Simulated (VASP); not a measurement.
# Sn (Immm) in VASP: single point with PBEsol

Aim: the single point of Sn with PBEsol.

Everything below comes from runs of VASP 6.6.1. Logs are shortened: lines on timing, memory, paths and dates and some standing lists are left out, and cuts for length are marked.

## 1. The cell of the first run

The structure is orthorhombic, space group Immm (No. 71). Conventional cell: a = 3.419 Å, b = 3.516 Å, c = 4.772 Å, α = 90.00°, β = 90.00°, γ = 90.00°. Sn (site symmetry mmm) has 12 Sn at 3.42 to 3.52 Å within 4.5 Å.

## 2. Single point, PBEsol

Input file INCAR:

```
PREC = Accurate ; ENCUT = 520
EDIFF = 1E-6 ; ISMEAR = 1
SIGMA = 0.15 ; LREAL = F
LASPH = T ; NELM = 100
ALGO = Normal ; ISIF = 2
LWAVE = F ; LCHARG = F
GGA = PS ; NBANDS = 13
```

Input file KPOINTS:

```
regular mesh
0
Gamma
  14 14 14
```

Input file POSCAR:

```
Sn
1.0
   -1.7092736100      1.7577915300      2.3858198143
    1.7092736100     -1.7577915300      2.3858198143
    1.7092736100      1.7577915300     -2.3858198143
Sn
1
Direct
    0.0000000000      0.0000000000      0.0000000000
```

Potentials or basis: VASP PAW PBE potentials, release 64 (Sn_d).

The run is started by

```console
cat potpaw_PBE.64/Sn_d/POTCAR > POTCAR
mpirun -np 1 vasp_std > vasp.out
```

OUTCAR:

```text
PREC = Accurate
   ENCUT = 520
   EDIFF = 1E-6
   ISMEAR = 1
   LREAL = F
   LASPH = T
   NELM = 100
   ISIF = 2
   GGA = PS

 ion  position               nearest neighbor table
   1  0.000  0.000  0.000-

  LATTYP: Found a body centered orthorhombic cell.
 ALAT       =     3.4185472200
 B/A-ratio  =     1.0283851103
 C/A-ratio  =     1.3958091907

  Lattice vectors:

 A1 = (  -1.7092736100,   1.7577915300,   2.3858198143)
 A2 = (   1.7092736100,  -1.7577915300,   2.3858198143)
 A3 = (   1.7092736100,   1.7577915300,  -2.3858198143)

Analysis of symmetry for initial positions (statically):
=====================================================================
 Subroutine PRICEL returns:
 Original cell was already a primitive cell.

 Routine SETGRP: Setting up the symmetry group for a
 body centered orthorhombic supercell.

 Subroutine GETGRP returns: Found  8 space group operations
 (whereof  8 operations were pure point group operations)
 out of a pool of  8 trial point group operations.

The static configuration has the point symmetry D_2h.

Analysis of symmetry for dynamics (positions and initial velocities):
=====================================================================
 Subroutine PRICEL returns:
 Original cell was already a primitive cell.

 Routine SETGRP: Setting up the symmetry group for a
 body centered orthorhombic supercell.

 Subroutine GETGRP returns: Found  8 space group operations
 (whereof  8 operations were pure point group operations)
 out of a pool of  8 trial point group operations.

The dynamic configuration has the point symmetry D_2h.

 Subroutine INISYM returns: Found  8 space group operations
 (whereof  8 operations are pure point group operations),
 and found     1 'primitive' translations

----------------------------------------------------------------------------------------

                                     Primitive cell

  volume of cell :      28.6732

  direct lattice vectors                    reciprocal lattice vectors
    -1.709273610  1.757791530  2.385819814     0.000000000  0.284447838  0.209571568
     1.709273610 -1.757791530  2.385819814     0.292521921  0.000000000  0.209571568
     1.709273610  1.757791530 -2.385819814     0.292521921  0.284447838  0.000000000

  length of vectors
     3.421050061  3.421050061  3.421050061     0.353314045  0.359846240  0.408019174
[... 79 lines left out ...]
   EDIFF  = 0.1E-05   stopping-criterion for ELM
   LREAL  =      F    real-space projection
   EDIFFG = 0.1E-04   stopping-criterion for IOM
   NSW    =      0    number of steps for IOM
   IBRION =     -1    ionic relax: 0-MD 1-quasi-New 2-CG
   NFREE  =      0    steps in history (QN), initial steepest desc. (CG)
   ISIF   =      2    stress and relaxation
   ISYM   =      2    0-nonsym 1-usesym 2-fastsym
   POTIM  = 0.5000    time-step for ionic-motion
   TEBEG  =    0.0;   TEEND  =   0.0 temperature during run
   PSTRESS=    0.0 pullay stress
   NELECT =      14.0000    total number of electrons
   NUPDOWN=      -1.0000    fix difference up-down
   EMIN   =  10.00;   EMAX   =-10.00  energy-range for DOS
   EFERMI =   0.00;   METHOD = LEGACY
   ISMEAR =     1;   SIGMA  =   0.15  broadening in eV -4-tet -1-fermi 0-gaus
   EFERMI_NEDOS =   21; number of points for ismear=-14 and -15
   IALGO  =     38    algorithm
   IMIX   =      4    mixing-type and parameters
     AMIX     =   0.40;   BMIX     =  1.00
     AMIX_MAG =   1.60;   BMIX_MAG =  1.00
  volume/ion in A,a.u.               =      28.67       193.50
  Fermi-wavevector in a.u.,A,eV,Ry     =   1.289116  2.436076 22.610433  1.661820
  Thomas-Fermi vector in A             =   2.421028
   LORBIT       =      0    0 simple, 1 ext, 2 COOP (PROOUT), +10 PAW based schemes
   GGA     = PS    functional components
   LHFCALC =     F    Hartree Fock is set to
   AEXX    =    0.0000 exact exchange contribution
   IVDW    =     0    specifies the selected vdW correction
   LEPSILON=     F    determine dielectric tensor
   LRPA    =     F    only Hartree local field effects (RPA)
 non-spin polarized calculation
 Methfessel and Paxton  Order N= 1 SIGMA  =   0.15
  energy-cutoff  :      520.00
  volume of cell :       28.67
 maximum number of plane-waves:       792
 NGX is ok and might be reduce to    28
   NGX = 13   NGY = 13   NGZ = 13

 number of electron      13.9999997 magnetization

 Free energy of the ion-electron system (eV)
  ---------------------------------------------------
  ext. energy  EPLUGINS =         0.00000000
  ---------------------------------------------------
  free energy    TOTEN  =        -4.20598764 eV

  energy without entropy =       -4.20580536  energy(sigma->0) =       -4.20592688

 E-fermi :   7.3843     XC(G=0): -10.2524

 val. band max:        7.3701901199   @ k =   0.2143   0.4286   0.1429
 cond. band min:       7.3916431008   @ k =   0.4286  -0.3571   0.1429
 fundamental gap:      0.0214529809
 Fermi energy:         7.3843005848

 k-point     1 :       0.0000    0.0000    0.0000
  band No.  band energies     occupation
      1     -14.0845      2.00000
      2     -14.0717      2.00000
      3     -14.0640      2.00000
      4     -14.0143      2.00000
      5     -13.9994      2.00000
      6      -3.4214      2.00000
      7      14.3322      0.00000
      8      14.5403      0.00000
      9      14.9075      0.00000
     10      17.9503      0.00000
     11      18.5027      0.00000
     12      18.8817      0.00000
     13      19.1839      0.00000
[... 354 lines left out ...]
  band No.  band energies     occupation
      1     -14.0733      2.00000
      2     -14.0608      2.00000
      3     -14.0469      2.00000
      4     -14.0115      2.00000
      5     -13.9974      2.00000
      6      -2.7745      2.00000
      7      10.9518      0.00000
      8      12.3036      0.00000
      9      14.4748      0.00000
     10      17.2821      0.00000
     11      19.1910      0.00000
     12      19.5991      0.00000
     13      20.3031      0.00000

 [... further k-points ...]
[... 5 lines left out ...]
  --------------------------------------------------------------------------------------
  -------------------------------------------------------------------------------------
  Total       -0.6167635     -0.5951045     -0.6510441      0.0000000      0.0000000      0.0000000
  in kB      -34.4629657    -33.2527244    -36.3784684      0.0000000      0.0000000      0.0000000
  external PRESSURE =     -34.6980528 kB  Pullay stress =       0.0000000 kB

 VOLUME and BASIS-vectors are now :
 -----------------------------------------------------------------------------
  energy-cutoff  :      520.00
  volume of cell :       28.67
      direct lattice vectors                 reciprocal lattice vectors
    -1.709273610  1.757791530  2.385819814     0.000000000  0.284447838  0.209571568
     1.709273610 -1.757791530  2.385819814     0.292521921  0.000000000  0.209571568
     1.709273610  1.757791530 -2.385819814     0.292521921  0.284447838  0.000000000

 POSITION                                       TOTAL-FORCE (eV/Angst)
 -----------------------------------------------------------------------------------
      0.00000      0.00000      0.00000        -0.000000     -0.000000      0.000000
 -----------------------------------------------------------------------------------
    total drift:                                0.000000      0.000000      0.000000

  FREE ENERGIE OF THE ION-ELECTRON SYSTEM (eV)
  ---------------------------------------------------
  free  energy   TOTEN  =        -4.2059876381 eV

  energy  without entropy=       -4.2058053564  energy(sigma->0) =       -4.20592688
```

OSZICAR:

```text
N       E                     dE             d eps       ncg     rms          rms(c)
DAV:   1     0.804660902581E+02    0.80466E+02   -0.71597E+03 11449   0.158E+03
DAV:   2     0.151610090466E+01   -0.78950E+02   -0.76395E+02 11813   0.338E+02
DAV:   3    -0.410202277704E+01   -0.56181E+01   -0.55985E+01 13306   0.733E+01
DAV:   4    -0.421963336708E+01   -0.11761E+00   -0.11758E+00 13558   0.114E+01
DAV:   5    -0.422371036521E+01   -0.40770E-02   -0.40769E-02 14659   0.206E+00    0.120E+00
DAV:   6    -0.421011474872E+01    0.13596E-01   -0.15235E-02 14362   0.211E+00    0.641E-01
DAV:   7    -0.420621770704E+01    0.38970E-02   -0.83392E-03 14433   0.147E+00    0.106E-01
DAV:   8    -0.420598700178E+01    0.23071E-03   -0.66566E-04 13688   0.443E-01    0.191E-02
DAV:   9    -0.420598724487E+01   -0.24308E-06   -0.11953E-05 15471   0.414E-02    0.120E-02
DAV:  10    -0.420598763808E+01   -0.39321E-06   -0.90281E-07  9499   0.103E-02
   1 F= -.42059876E+01 E0= -.42059269E+01  d E =-.182282E-03
```

stdout:

```text
POSCAR found type information on POSCAR Sn
 POSCAR found :  1 types and       1 ions
 scaLAPACK will be used
 -----------------------------------------------------------------------------
|                                                                             |
|                                                                             |
|     You enforced a specific xc type in the INCAR file but a different       |
|     I HOPE YOU KNOW WHAT YOU ARE DOING!                                     |
|                                                                             |
 -----------------------------------------------------------------------------

 LDA part: xc-table for (Slater+PW92), standard interpolation
 POSCAR, INCAR and KPOINTS ok, starting setup
 FFT: planning ... GRIDC
 FFT: planning ... GRID_SOFT
 FFT: planning ... GRID
 WAVECAR not read
 entering main loop
```

Run time: 64 s. Hardware: 1 thread of AMD EPYC 9R45 (Zen 5), shared host; peak memory 0.24 GiB.

Results:

```
Free energy            : -4.2060 eV
Pressure               : -3.5 GPa
Band gap on the k mesh : zero (bands 7 and 8 overlap by 8.82 eV)
```

Stress tensor (GPa, compression positive):
```
-3.45  0.00  0.00
 0.00 -3.33  0.00
 0.00  0.00 -3.64
```

Levels at points of the mesh, in eV from the Fermi level:
```csv
k point,band 3,band 4,band 5,band 6,band 7,band 8,band 9,band 10,band 11,band 12
"(0.00, 0.00, 0.00)",-21.45,-21.40,-21.38,-10.81,6.95,7.16,7.52,10.57,11.12,11.50
"(0.50, 0.00, 0.00)",-21.45,-21.33,-21.32,-6.89,-4.43,5.44,5.75,9.86,9.98,10.43
"(0.00, 0.50, 0.00)",-21.44,-21.32,-21.32,-6.63,-4.37,5.01,5.51,9.37,9.86,9.86
"(0.50, 0.50, 0.00)",-21.33,-21.31,-21.30,-5.12,-3.52,1.98,2.16,5.33,5.77,19.47
"(0.50, 0.50, 0.50)",-21.33,-21.31,-21.31,-4.77,-3.29,1.41,2.06,4.82,5.64,19.43
```

Caveat: the cell stands under tension; the PAW data sets were made with another functional, which shifts forces and pressure a little; spin-orbit coupling is left out, which moves the levels of the heavy elements.
